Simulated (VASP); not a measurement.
# Zn (P6_3/mmc) in VASP: notebook, part 2 of 2

VASP 6.6.1. The steps go on from the part before.

### 4 Relaxation of cell and atoms, PBE+D3(BJ)

File INCAR:

```
SYSTEM = Zn
ALGO     = Fast           ! electronic algorithm
EDIFF    = 1E-7           ! SCF threshold, eV
EDIFFG   = -0.005         ! ionic threshold
ENCUT    = 600            ! plane-wave cutoff, eV
GGA      = PE             ! functional
IBRION   = 2              ! ionic algorithm
ISIF     = 3              ! what is computed and relaxed
ISMEAR   = 0              ! smearing method
IVDW     = 12             ! dispersion correction
LASPH    = .TRUE.         ! aspherical terms in the spheres
LCHARG   = .FALSE.        ! write CHGCAR
LREAL    = .FALSE.        ! projectors in reciprocal space
LWAVE    = .FALSE.        ! write WAVECAR
NELM     = 100            ! most SCF steps
NSW      = 100            ! ionic steps
PREC     = Accurate       ! precision mode
SIGMA    = 0.1            ! smearing width, eV
```

File KPOINTS:

```
k-points
0
G
  18 18 10
  0 0 0
```

File POSCAR:

```
Zn
1.0
    2.6143598013      0.0000000000      0.0000000000
   -1.3071799007      2.2641020026      0.0000000000
    0.0000000000      0.0000000000      4.8731610200
Zn
2
Direct
    0.3333333300      0.6666666700      0.2500000000
    0.6666666700      0.3333333300      0.7500000000
```

Potentials or basis: VASP PAW PBE potentials, release 64 (Zn).

On the command line:

```console
$ cat potpaw_PBE.64/Zn/POTCAR > POTCAR
$ mpirun -np 1 vasp_std > vasp.out
```

OUTCAR:

```text
SYSTEM = Zn
   EDIFF = 1E-7
   EDIFFG = -0.005
   ENCUT = 600
   GGA = PE
   IBRION = 2
   ISIF = 3
   ISMEAR = 0
   IVDW = 12
   LASPH = .TRUE.
   LREAL = .FALSE.
   NELM = 100
   NSW = 100
   PREC = Accurate
 IVDW          = 12

 ion  position               nearest neighbor table
   1  0.333  0.667  0.250-   2 2.87   2 2.87   2 2.87   2 2.87   2 2.87   2 2.87
   2  0.667  0.333  0.750-   1 2.87   1 2.87   1 2.87   1 2.87   1 2.87   1 2.87

  LATTYP: Found a hexagonal cell.
 ALAT       =     2.6143598013
 C/A-ratio  =     1.8639978390

  Lattice vectors:

 A1 = (   2.6143598013,   0.0000000000,   0.0000000000)
 A2 = (  -1.3071799007,   2.2641020026,   0.0000000000)
 A3 = (   0.0000000000,   0.0000000000,   4.8731610200)

Analysis of symmetry for initial positions (statically):
=====================================================================
 Subroutine PRICEL returns:
 Original cell was already a primitive cell.

 Routine SETGRP: Setting up the symmetry group for a
 hexagonal supercell.

 Subroutine GETGRP returns: Found 24 space group operations
 (whereof 12 operations were pure point group operations)
 out of a pool of 24 trial point group operations.

The static configuration has the point symmetry D_3d.
 The point group associated with its full space group is D_6h.

Analysis of symmetry for dynamics (positions and initial velocities):
=====================================================================
[... 150 lines left out ...]
   NGX = 11   NGY = 11   NGZ = 19

--------------------------------------- Ionic step        1  -------------------------------------------

 number of electron      24.0000002 magnetization

 Free energy of the ion-electron system (eV)
  ---------------------------------------------------
  ext. energy  EPLUGINS =         0.00000000
  ---------------------------------------------------
  free energy    TOTEN  =        -2.19598072 eV

  energy without entropy =       -2.19507298  energy(sigma->0) =       -2.19552685

------------------------ aborting loop because EDIFF is reached ----------------------------------------

 Edisp (eV)   -0.84996

 E8    (eV) :    -0.3577
[... 191 lines left out ...]
--------------------------------------- Ionic step        6  -------------------------------------------

 number of electron      24.0000009 magnetization

 Free energy of the ion-electron system (eV)
  ---------------------------------------------------
  ext. energy  EPLUGINS =         0.00000000
  ---------------------------------------------------
  free energy    TOTEN  =        -2.19527362 eV

  energy without entropy =       -2.19429178  energy(sigma->0) =       -2.19478270

 E-fermi :   3.5247     XC(G=0): -11.8359

 val. band max:        3.4763951900   @ k =   0.2778   0.2778   0.3000
 cond. band min:       3.6503287517   @ k =   0.1667  -0.0000   0.2000
 fundamental gap:      0.1739335617
 Fermi energy:         3.5246870539

 k-point     1 :       0.0000    0.0000    0.0000
  band No.  band energies     occupation
      1      -7.3383      2.00000
      2      -5.3943      2.00000
      3      -4.6054      2.00000
      4      -4.3329      2.00000
      5      -4.3329      2.00000
      6      -4.2809      2.00000
[... 433 lines left out ...]
      3      -4.8328      2.00000
      4      -4.3445      2.00000
      5      -4.1842      2.00000
      6      -4.1749      2.00000
[... 8 lines left out ...]
     15       9.2225      0.00000
     16      10.5153      0.00000

 [... further k-points ...]

------------------------ aborting loop because EDIFF is reached ----------------------------------------

 Edisp (eV)   -0.85139

 E8    (eV) :    -0.3584
[... 25 lines left out ...]
  FREE ENERGIE OF THE ION-ELECTRON SYSTEM (eV)
  ---------------------------------------------------
  free  energy   TOTEN  =        -3.0466658227 eV

  energy  without entropy=       -3.0456839884  energy(sigma->0) =       -3.04617491

 reached required accuracy - stopping structural energy minimisation
```

OSZICAR:

```text
N       E                     dE             d eps       ncg     rms          rms(c)
DAV:   1     0.102301631696E+03    0.10230E+03   -0.14036E+04  7288   0.265E+03
[... 52 lines left out ...]
DAV:   1    -0.219554709442E+01    0.29578E-03   -0.41386E-03  8832   0.991E-01    0.113E-01
RMM:   2    -0.219532622068E+01    0.22087E-03   -0.66651E-04  7104   0.357E-01    0.491E-02
RMM:   3    -0.219528787509E+01    0.38346E-04   -0.36738E-05  7104   0.809E-02    0.264E-02
RMM:   4    -0.219527368282E+01    0.14192E-04   -0.18006E-05  7104   0.396E-02    0.379E-03
RMM:   5    -0.219527376562E+01   -0.82795E-07   -0.36383E-06  7104   0.288E-02    0.287E-03
RMM:   6    -0.219527363127E+01    0.13435E-06   -0.46930E-07  6204   0.890E-03    0.388E-04
RMM:   7    -0.219527361514E+01    0.16129E-07   -0.47044E-08  4097   0.222E-03
   6 F= -.30466658E+01 E0= -.30461749E+01  d E =-.182432E-03
```

CONTCAR:

```text
Zn
   1.00000000000000
     2.6041714301080368    0.0000000000002253    0.0000000000000000
    -1.3020857151036285    2.2552786143239776    0.0000000000000000
    -0.0000000000000000   -0.0000000000000000    4.9045904933090867
  Zn
     2
Direct
     0.3333333300000021    0.6666666699999979    0.2500000000000000
     0.6666666699999979    0.3333333300000021    0.7500000000000000

  0.00000000E+00  0.00000000E+00  0.00000000E+00
  0.00000000E+00  0.00000000E+00  0.00000000E+00
```

Wall time 2.5 min (1 thread of Intel Xeon 6975P-C (Granite Rapids), shared host); peak memory 0.25 GiB.

What came out:

* Free energy: -3.0467 eV
* Relaxed volume: 14.40 Å³/atom
* Relaxed cell: a = 2.604 Å, b = 2.604 Å, c = 4.905 Å, α = 90.00°, β = 90.00°, γ = 120.00°
* Space group after relaxing (to 0.05 Å): P6_3/mmc (No. 194)
* Energy gained by relaxing: 0.4 meV/atom
* Ionic steps: 6
* Pressure after relaxing: 0.0 GPa
* Band gap on the k mesh: zero (band 12 reaches 5.23 eV, above the bottom of band 13 at 0.34 eV)
* Dispersion energy per atom: -0.426 eV

The path:
```
step  energy change (eV)  largest force (eV/Å)  pressure (GPa)  volume (Å³)
   1              0.0000                0.0000           -0.37        28.85
   2             -0.0005                0.0000            0.16        28.70
   3             -0.0005                0.0000            0.22        28.69
   4             -0.0007                0.0000            0.17        28.75
   5             -0.0007                0.0000           -0.01        28.82
   6             -0.0007                0.0000           -0.01        28.81
```

Final structure:
```
CELL_PARAMETERS angstrom
2.60417 0.00000 0.00000
-1.30209 2.25528 0.00000
0.00000 0.00000 4.90459
ATOMIC_POSITIONS crystal
Zn 0.33333 0.66667 0.25000
Zn 0.66667 0.33333 0.75000
```

Caveat: pairwise dispersion overbinds metals, which lowers pressure and volume.

### 5 The runs side by side

| task | cell | k mesh | cutoff (eV) | gap on the mesh (eV) | pressure (GPa) |
| --- | --- | --- | --- | --- | --- |
| single point | a = 2.614, b = 2.614, c = 4.873 Å, angles 90.0, 90.0, 120.0°, 2 atoms | 9 × 9 × 4 | 500 | none | -0.6 |
| single point | a = 2.600, b = 2.600, c = 4.900 Å, angles 90.0, 90.0, 120.0°, 2 atoms | 18 × 18 × 10 | 520 | none | 0.4 |
| relaxation of cell and atoms | relaxed from a = 2.614, b = 2.614, c = 4.873 Å, angles 90.0, 90.0, 120.0°, 2 atoms | 18 × 18 × 10 | 600 | none | 0.0 |

Alike in all rows: level PBE+D3(BJ); potentials or basis VASP PAW PBE potentials, release 64 (Zn); no spin polarisation; smearing gaussian 0.1 eV.

Caveats: pairwise dispersion overbinds metals, which lowers pressure and volume.

Total energies depend on the potentials used, so only differences within one code and one set of settings carry meaning.
